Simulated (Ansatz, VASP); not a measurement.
# AlN in VASP and in Ansatz

```
Al N
1.0
     0.00000    2.18399    2.18399
     2.18399    0.00000    2.18399
     2.18399    2.18399    0.00000
Al N
1 1
Direct
  0.00000 0.00000 0.00000
  0.25000 0.25000 0.25000
```

Alike in both runs: task relaxation of cell and atoms; functional PBEsol; dispersion D3(BJ); k mesh 10 × 10 × 10; occupations fermi-dirac, width 0.05 eV; no spin polarisation.

|  | VASP | Ansatz |
| --- | --- | --- |
| version | VASP 6.6.1 | Ansatz 0.2.0 |
| potentials or method | VASP PAW PBE potentials, release 64 (Al, N), cutoff 600 eV | all-electron LAPW, scalar-relativistic |

```csv
,VASP,Ansatz,Ansatz less VASP
relaxed volume (Å³/atom),10.30,10.30,-0.002
relaxed cell length with the largest relative difference (Å),3.077,3.077,-0.0002
```

VASP's potentials were made for PBE, not for PBEsol. Ansatz ran all-electron here, and VASP with PAW potentials.
